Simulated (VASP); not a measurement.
**NiPt5: single point with PBE**

NiPt5:

```
CELL_PARAMETERS angstrom
2.77390 0.00000 0.00000
-1.38695 2.40227 0.00000
0.00000 0.00000 13.58929
ATOMIC_POSITIONS crystal
Ni 0.00000 0.00000 0.00000
Pt 0.33333 0.66667 0.83333
Pt 0.66667 0.33333 0.66667
Pt 0.00000 0.00000 0.50000
Pt 0.33333 0.66667 0.33333
Pt 0.66667 0.33333 0.16667
```

| Item | Value |
| --- | --- |
| Program | VASP 6.6.1 |
| Task | single point |
| Functional | PBE |
| Potentials or basis | VASP PAW PBE potentials, release 64 (Ni, Pt) |
| Cutoff | 520 eV |
| k mesh | 6 × 6 × 2 |
| Occupations | gaussian, width 0.1 eV |
| Spin | collinear spin, ferromagnetic start |
| Starting moments | [2.0, 0.0, 0.0, 0.0, 0.0, 0.0] μB |
| Dipole correction | no |
| Further INCAR settings | ALGO = Normal; EDIFF = 1e-06; NBANDS = 43 |

- Pressure: -0.5 GPa
- Largest force: 1.500 eV/Å
- Net moment: 1.46 μB per cell
- Site moments: Ni +0.85; Pt +0.16, +0.11, +0.09 (each value once) μB
- Valence electrons inside the program's atomic spheres: Ni 8.96; Pt 9.22, 9.29 (each value once)

Forces on the atoms (eV/Å):
```
Ni   0.000  0.000  0.000
Pt   0.000  0.000  1.500
Pt   0.000  0.000 -0.071
Pt   0.000  0.000  0.000
Pt   0.000  0.000  0.071
Pt   0.000  0.000 -1.500
```

Stress tensor (GPa, compression positive):
```
-1.20  0.00  0.00
 0.00 -1.20  0.00
 0.00  0.00  0.81
```

Levels at points of the mesh, in eV from the Fermi level:
Spin up:
```csv
k point,band 29,band 30,band 31,band 32,band 33,band 34,band 35,band 36
"(0.00, 0.00, 0.00)",-1.31,-1.02,-1.02,-0.71,-0.71,-0.27,-0.11,-0.11
"(0.50, 0.00, 0.00)",0.21,0.30,0.39,1.91,1.93,2.54,2.81,3.11
"(0.00, 0.00, 0.50)",-1.32,-1.29,-1.29,-1.28,-0.49,-0.49,-0.18,-0.18
"(0.50, 0.00, 0.50)",0.32,0.37,0.79,1.42,2.09,2.63,2.82,3.10
```
Spin down:
```tsv
k point	band 29	band 30	band 31	band 32	band 33	band 34	band 35	band 36
(0.00, 0.00, 0.00)	-0.81	-0.59	-0.59	-0.41	-0.41	-0.27	0.17	0.17
(0.50, 0.00, 0.00)	0.40	0.49	0.54	1.93	2.07	2.60	2.89	3.16
(0.00, 0.00, 0.50)	-1.06	-1.06	-0.71	-0.71	-0.09	-0.09	0.03	0.03
(0.50, 0.00, 0.50)	0.45	0.46	1.04	1.46	2.25	2.66	2.88	3.16
```

Wall time 3.5 min on 1 thread of AMD EPYC 7R13 Processor (Zen 3) (shared host), peak memory 0.29 GiB.

Caveat: the k points lie up to 0.44 Å⁻¹ apart; spin-orbit coupling is left out, which moves the levels of the heavy elements; forces of over 1 eV/Å act on the atoms, so gaps and moduli don't describe the material at rest.
